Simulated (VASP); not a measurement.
# HgRu (Fm-3m) in VASP: further runs

Runs on HgRu. Level: PBE. Tasks: single point, relaxation of cell and atoms.

Everything below comes from runs of VASP 6.6.1. Logs are shortened: lines on timing, memory, paths and dates and some standing lists are left out, and cuts for length are marked.

## (1) The cell of the first run

The structure is cubic, space group Fm-3m (No. 225). Conventional cell: a = 5.445 Å, b = 5.445 Å, c = 5.445 Å, α = 90.00°, β = 90.00°, γ = 90.00°. Within 3.6 Å of Hg (site symmetry m-3m) lie 6 Ru at 2.72 Å. Within 3.6 Å of Ru (site symmetry m-3m) lie 6 Hg at 2.72 Å.

The cell was generated, and may not be a known phase.

## (2) Single point, PBE

File INCAR:

```
SYSTEM = HgRu
PREC = Accurate
ENCUT = 520
EDIFF = 1E-7
ISMEAR = 0
SIGMA = 0.1
LREAL = .False.
LASPH = .True.
NELM = 60
ALGO = Normal
ISIF = 2
LWAVE = .False.
LCHARG = .False.
GGA = PE
NBANDS = 20
```

File KPOINTS:

```
regular mesh
0
Gamma
  6 6 6
  0 0 0
```

File POSCAR:

```
HgRu
1.0
    0.0000000000      2.7224788400      2.7224788400
    2.7224788400      0.0000000000      2.7224788400
    2.7224788400      2.7224788400      0.0000000000
Hg Ru
1 1
Direct
    0.0000000000      0.0000000000      0.0000000000
    0.5000000000      0.5000000000      0.5000000000
```

Potentials or basis: VASP PAW PBE potentials, release 64 (Hg, Ru_pv).

Launch:

```console
cat potpaw_PBE.64/Hg/POTCAR potpaw_PBE.64/Ru_pv/POTCAR > POTCAR
mpirun -np 1 vasp_std > vasp.out
```

OUTCAR:

```text
SYSTEM = HgRu
   PREC = Accurate
   ENCUT = 520
   EDIFF = 1E-7
   ISMEAR = 0
   LREAL = .False.
   LASPH = .True.
   NELM = 60
   ISIF = 2
   GGA = PE

 ion  position               nearest neighbor table
   1  0.000  0.000  0.000-   2 2.72   2 2.72   2 2.72   2 2.72   2 2.72   2 2.72
   2  0.500  0.500  0.500-   1 2.72   1 2.72   1 2.72   1 2.72   1 2.72   1 2.72

  LATTYP: Found a face centered cubic cell.
 ALAT       =     5.4449576800

  Lattice vectors:

 A1 = (   0.0000000000,   2.7224788400,   2.7224788400)
 A2 = (   2.7224788400,   0.0000000000,   2.7224788400)
 A3 = (   2.7224788400,   2.7224788400,   0.0000000000)

Analysis of symmetry for initial positions (statically):
=====================================================================
 Subroutine PRICEL returns:
 Original cell was already a primitive cell.

 Routine SETGRP: Setting up the symmetry group for a
 face centered cubic supercell.

 Subroutine GETGRP returns: Found 48 space group operations
 (whereof 48 operations were pure point group operations)
 out of a pool of 48 trial point group operations.

The static configuration has the point symmetry O_h .

Analysis of symmetry for dynamics (positions and initial velocities):
=====================================================================
 Subroutine PRICEL returns:
 Original cell was already a primitive cell.

 Routine SETGRP: Setting up the symmetry group for a
 face centered cubic supercell.

 Subroutine GETGRP returns: Found 48 space group operations
 (whereof 48 operations were pure point group operations)
 out of a pool of 48 trial point group operations.

The dynamic configuration has the point symmetry O_h .

 Subroutine INISYM returns: Found 48 space group operations
 (whereof 48 operations are pure point group operations),
 and found     1 'primitive' translations

----------------------------------------------------------------------------------------

                                     Primitive cell

  volume of cell :      40.3574

  direct lattice vectors                    reciprocal lattice vectors
     0.000000000  2.722478840  2.722478840    -0.183656157  0.183656157  0.183656157
     2.722478840  0.000000000  2.722478840     0.183656157 -0.183656157  0.183656157
     2.722478840  2.722478840  0.000000000     0.183656157  0.183656157 -0.183656157

  length of vectors
     3.850166499  3.850166499  3.850166499     0.318101794  0.318101794  0.318101794

  position of ions in fractional coordinates (direct lattice)
     0.000000000  0.000000000  0.000000000
     0.500000000  0.500000000  0.500000000

  ion indices of the primitive-cell ions
   primitive index   ion index
                 1           1
                 2           2

----------------------------------------------------------------------------------------

 KPOINTS: regular mesh

Automatic generation of k-mesh.
 Grid dimensions read from file:
 generate k-points for:    6    6    6

 Generating k-lattice:

  Cartesian coordinates                     Fractional coordinates (reciprocal lattice)
    -0.030609359  0.030609359  0.030609359     0.166666667  0.000000000  0.000000000
     0.030609359 -0.030609359  0.030609359     0.000000000  0.166666667  0.000000000
     0.030609359  0.030609359 -0.030609359     0.000000000  0.000000000  0.166666667

  Length of vectors
     0.053016966  0.053016966  0.053016966

  Shift w.r.t. Gamma in fractional coordinates (k-lattice)
     0.000000000  0.000000000  0.000000000

 Subroutine IBZKPT returns following result:
 ===========================================

 Found     16 irreducible k-points:

 Following reciprocal coordinates:
            Coordinates               Weight
  0.000000  0.000000  0.000000      1.000000
  0.166667  0.000000  0.000000      8.000000
  0.333333  0.000000  0.000000      8.000000
  0.500000  0.000000  0.000000      4.000000
  0.166667  0.166667  0.000000      6.000000
  0.333333  0.166667  0.000000     24.000000
[... 8 lines left out ...]
 -0.333333  0.333333  0.166667     24.000000
 -0.333333  0.500000  0.166667     12.000000
   k-points           NKPTS =     16   k-points in BZ     NKDIM =     16   number of bands    NBANDS=     20
   number of dos      NEDOS =    301   number of ions     NIONS =      2
   total plane-waves  NPLWV =  27000
   dimension x,y,z NGX =    30 NGY =   30 NGZ =   30
   dimension x,y,z NGXF=    60 NGYF=   60 NGZF=   60
   ions per type =               1   1
   NGX,Y,Z   is equivalent  to a cutoff of  12.95, 12.95, 12.95 a.u.
   NGXF,Y,Z  is equivalent  to a cutoff of  25.91, 25.91, 25.91 a.u.
 SYSTEM =  HgRu
   PREC   = accura    normal or accurate (medium, high low for compatibility)
   ISTART =      0    job   : 0-new  1-cont  2-samecut
   ICHARG =      2    charge: 1-file 2-atom 10-const
   ISPIN  =      1    spin polarized calculation?
   LNONCOLLINEAR =      F non collinear calculations
   LSORBIT =      F    spin-orbit coupling
   LASPH  =      T    aspherical Exc in radial PAW
   ENCUT  =  520.0 eV  38.22 Ry    6.18 a.u.   7.16  7.16  7.16*2*pi/ulx,y,z
   NELM   =     60;   NELMIN=  2; NELMDL= -5     # of ELM steps
   EDIFF  = 0.1E-06   stopping-criterion for ELM
   LREAL  =      F    real-space projection
   EDIFFG = 0.1E-05   stopping-criterion for IOM
   NSW    =      0    number of steps for IOM
   IBRION =     -1    ionic relax: 0-MD 1-quasi-New 2-CG
   NFREE  =      0    steps in history (QN), initial steepest desc. (CG)
   ISIF   =      2    stress and relaxation
   ISYM   =      2    0-nonsym 1-usesym 2-fastsym
   POTIM  = 0.5000    time-step for ionic-motion
   TEBEG  =    0.0;   TEEND  =   0.0 temperature during run
   PSTRESS=    0.0 pullay stress
   NELECT =      26.0000    total number of electrons
   NUPDOWN=      -1.0000    fix difference up-down
   EMIN   =  10.00;   EMAX   =-10.00  energy-range for DOS
   EFERMI =   0.00;   METHOD = LEGACY
   ISMEAR =     0;   SIGMA  =   0.10  broadening in eV -4-tet -1-fermi 0-gaus
   EFERMI_NEDOS =   21; number of points for ismear=-14 and -15
   IALGO  =     38    algorithm
   IMIX   =      4    mixing-type and parameters
     AMIX     =   0.40;   BMIX     =  1.00
     AMIX_MAG =   1.60;   BMIX_MAG =  1.00
  volume/ion in A,a.u.               =      20.18       136.17
  Fermi-wavevector in a.u.,A,eV,Ry     =   1.413920  2.671921 27.200347  1.999169
  Thomas-Fermi vector in A             =   2.535516
   LORBIT       =      0    0 simple, 1 ext, 2 COOP (PROOUT), +10 PAW based schemes
   GGA     = PE    functional components
   LHFCALC =     F    Hartree Fock is set to
   AEXX    =    0.0000 exact exchange contribution
   IVDW    =     0    specifies the selected vdW correction
   LEPSILON=     F    determine dielectric tensor
   LRPA    =     F    only Hartree local field effects (RPA)
 non-spin polarized calculation
 Gauss-broadening in eV      SIGMA  =   0.10
  energy-cutoff  :      520.00
  volume of cell :       40.36
 maximum number of plane-waves:      1106
 NGX is ok and might be reduce to    30
   NGX = 15   NGY = 15   NGZ = 15

 number of electron      26.0000004 magnetization

 Free energy of the ion-electron system (eV)
  ---------------------------------------------------
  ext. energy  EPLUGINS =         0.00000000
  ---------------------------------------------------
  free energy    TOTEN  =        -6.86179703 eV

  energy without entropy =       -6.84376019  energy(sigma->0) =       -6.85277861

 E-fermi :   4.9500     XC(G=0): -11.6403

 val. band max:        4.8937656003   @ k =   0.5000   0.1667   0.0000
 cond. band min:       4.9528442218   @ k =  -0.3333   0.5000   0.1667
 fundamental gap:      0.0590786215
 Fermi energy:         4.9500378676

 k-point     1 :       0.0000    0.0000    0.0000
  band No.  band energies     occupation
      1     -36.7942      2.00000
      2     -36.7942      2.00000
      3     -36.7942      2.00000
      4      -2.8596      2.00000
      5      -2.3850      2.00000
      6      -2.3850      2.00000
[... 12 lines left out ...]
     19      17.5227      0.00000
     20      18.4450      0.00000

 k-point     2 :       0.1667    0.0000    0.0000
  band No.  band energies     occupation
      1     -36.7996      2.00000
      2     -36.7957      2.00000
      3     -36.7957      2.00000
      4      -2.3834      2.00000
      5      -2.2500      2.00000
      6      -2.2500      2.00000
[... 12 lines left out ...]
     19      17.5234      0.00000
     20      17.7252      0.00000

 k-point     3 :       0.3333    0.0000    0.0000
  band No.  band energies     occupation
      1     -36.8103      2.00000
      2     -36.7986      2.00000
      3     -36.7986      2.00000
      4      -2.0083      2.00000
      5      -1.9708      2.00000
      6      -1.9708      2.00000
[... 12 lines left out ...]
     19      17.1156      0.00000
     20      17.1156      0.00000

 k-point     4 :       0.5000    0.0000    0.0000
  band No.  band energies     occupation
      1     -36.8157      2.00000
      2     -36.8001      2.00000
      3     -36.8001      2.00000
      4      -1.9732      2.00000
      5      -1.8309      2.00000
      6      -1.8309      2.00000
[... 12 lines left out ...]
     19      16.1816      0.00000
     20      16.1816      0.00000

 k-point     5 :       0.1667    0.1667    0.0000
  band No.  band energies     occupation
      1     -36.8009      2.00000
      2     -36.7961      2.00000
      3     -36.7961      2.00000
      4      -2.4527      2.00000
      5      -2.3162      2.00000
      6      -2.0721      2.00000
[... 12 lines left out ...]
     19      15.9635      0.00000
     20      17.5244      0.00000

 k-point     6 :       0.3333    0.1667    0.0000
  band No.  band energies     occupation
      1     -36.8078      2.00000
      2     -36.7990      2.00000
      3     -36.7984      2.00000
      4      -2.1625      2.00000
      5      -2.1448      2.00000
      6      -2.0340      2.00000
[... 12 lines left out ...]
     19      16.7097      0.00000
     20      17.5245      0.00000

 k-point     7 :       0.5000    0.1667    0.0000
  band No.  band energies     occupation
      1     -36.8131      2.00000
      2     -36.8020      2.00000
      3     -36.8005      2.00000
      4      -1.9995      2.00000
      5      -1.8776      2.00000
      6      -1.8740      2.00000
[... 12 lines left out ...]
     19      17.5237      0.00000
     20      18.3940      0.00000

 k-point     8 :      -0.3333    0.1667    0.0000
  band No.  band energies     occupation
      1     -36.8120      2.00000
      2     -36.8015      2.00000
      3     -36.8001      2.00000
      4      -2.0740      2.00000
      5      -1.8789      2.00000
      6      -1.7752      2.00000
[... 12 lines left out ...]
     19      17.5231      0.00000
     20      17.7937      0.00000

 k-point     9 :      -0.1667    0.1667    0.0000
  band No.  band energies     occupation
      1     -36.8055      2.00000
      2     -36.7981      2.00000
      3     -36.7977      2.00000
      4      -2.2734      2.00000
      5      -1.9738      2.00000
      6      -1.9251      2.00000
[... 12 lines left out ...]
     19      16.2439      0.00000
     20      17.2997      0.00000

 k-point    10 :       0.3333    0.3333    0.0000
  band No.  band energies     occupation
      1     -36.8094      2.00000
      2     -36.7997      2.00000
      3     -36.7997      2.00000
      4      -2.2830      2.00000
      5      -2.2743      2.00000
      6      -2.1762      2.00000
[... 12 lines left out ...]
     19      15.7928      0.00000
     20      17.5245      0.00000

 k-point    11 :       0.5000    0.3333    0.0000
  band No.  band energies     occupation
      1     -36.8104      2.00000
      2     -36.8032      2.00000
      3     -36.8011      2.00000
      4      -2.2450      2.00000
      5      -2.1874      2.00000
      6      -2.0239      2.00000
[... 12 lines left out ...]
     19      17.0494      0.00000
     20      17.5248      0.00000

 k-point    12 :      -0.3333    0.3333    0.0000
  band No.  band energies     occupation
      1     -36.8091      2.00000
      2     -36.8067      2.00000
      3     -36.8013      2.00000
      4      -2.1567      2.00000
      5      -1.9035      2.00000
      6      -1.7969      2.00000
[... 12 lines left out ...]
     19      17.5242      0.00000
     20      20.2420      0.00000

 k-point    13 :       0.5000    0.5000    0.0000
  band No.  band energies     occupation
      1     -36.8115      2.00000
      2     -36.8015      2.00000
      3     -36.8015      2.00000
      4      -2.3862      2.00000
      5      -2.3520      2.00000
      6      -2.1049      2.00000
[... 12 lines left out ...]
     19      16.0384      0.00000
     20      17.5245      0.00000

 k-point    14 :       0.5000    0.3333    0.1667
  band No.  band energies     occupation
      1     -36.8102      2.00000
      2     -36.8020      2.00000
      3     -36.8009      2.00000
      4      -2.1775      2.00000
      5      -2.0222      2.00000
      6      -1.8957      2.00000
[... 12 lines left out ...]
     19      17.3085      0.00000
     20      17.5240      0.00000

 k-point    15 :      -0.3333    0.3333    0.1667
  band No.  band energies     occupation
      1     -36.8100      2.00000
      2     -36.8049      2.00000
      3     -36.8022      2.00000
      4      -2.1464      2.00000
      5      -1.8476      2.00000
      6      -1.7852      2.00000
[... 12 lines left out ...]
     19      17.5202      0.00000
     20      17.7078      0.00000

 k-point    16 :      -0.3333    0.5000    0.1667
  band No.  band energies     occupation
      1     -36.8090      2.00000
      2     -36.8040      2.00000
      3     -36.8037      2.00000
      4      -2.2633      2.00000
      5      -2.0968      2.00000
      6      -1.9036      2.00000
[... 12 lines left out ...]
     19      17.4307      0.00000
     20      17.5247      0.00000

------------------------ aborting loop because EDIFF is reached ----------------------------------------

  FORCE on cell =-STRESS in cart. coord.  units (eV):
  Direction    XX          YY          ZZ          XY          YZ          ZX
  --------------------------------------------------------------------------------------
  -------------------------------------------------------------------------------------
  Total       -0.3676428     -0.3676428     -0.3676428      0.0000000      0.0000000      0.0000000
  in kB      -14.5953023    -14.5953023    -14.5953023      0.0000000      0.0000000      0.0000000
  external PRESSURE =     -14.5953023 kB  Pullay stress =       0.0000000 kB

 VOLUME and BASIS-vectors are now :
 -----------------------------------------------------------------------------
  energy-cutoff  :      520.00
  volume of cell :       40.36
      direct lattice vectors                 reciprocal lattice vectors
     0.000000000  2.722478840  2.722478840    -0.183656157  0.183656157  0.183656157
     2.722478840  0.000000000  2.722478840     0.183656157 -0.183656157  0.183656157
     2.722478840  2.722478840  0.000000000     0.183656157  0.183656157 -0.183656157

 POSITION                                       TOTAL-FORCE (eV/Angst)
 -----------------------------------------------------------------------------------
      0.00000      0.00000      0.00000        -0.000000     -0.000000     -0.000000
      2.72248      2.72248      2.72248         0.000000      0.000000      0.000000
 -----------------------------------------------------------------------------------
    total drift:                                0.000000      0.000000      0.000000

  FREE ENERGIE OF THE ION-ELECTRON SYSTEM (eV)
  ---------------------------------------------------
  free  energy   TOTEN  =        -6.8617970262 eV

  energy  without entropy=       -6.8437601868  energy(sigma->0) =       -6.85277861
```

It took 16 s on 1 thread of Oxide Virtual Turin-like, shared host; peak memory 0.14 GiB.

What came out:

```
Free energy            : -6.8618 eV
Pressure               : -1.5 GPa
Band gap on the k mesh : zero (bands 13 and 14 overlap by 1.00 eV)
```

Levels at points of the mesh, in eV from the Fermi level:
```tsv
k point	band 11	band 12	band 13	band 14	band 15	band 16
(0.00, 0.00, 0.00)	-0.24	-0.24	0.72	0.72	8.26	8.26
(0.50, 0.00, 0.00)	-1.67	-1.67	-0.28	-0.28	0.97	9.75
(0.50, 0.50, 0.00)	-0.53	0.01	0.01	0.80	3.20	3.65
```

Caveat: spin-orbit coupling is left out, which moves the levels of the heavy elements.

[end of part 1 of 2]

The gap in the log of VASP goes by the Fermi energy; the results here count the filled bands.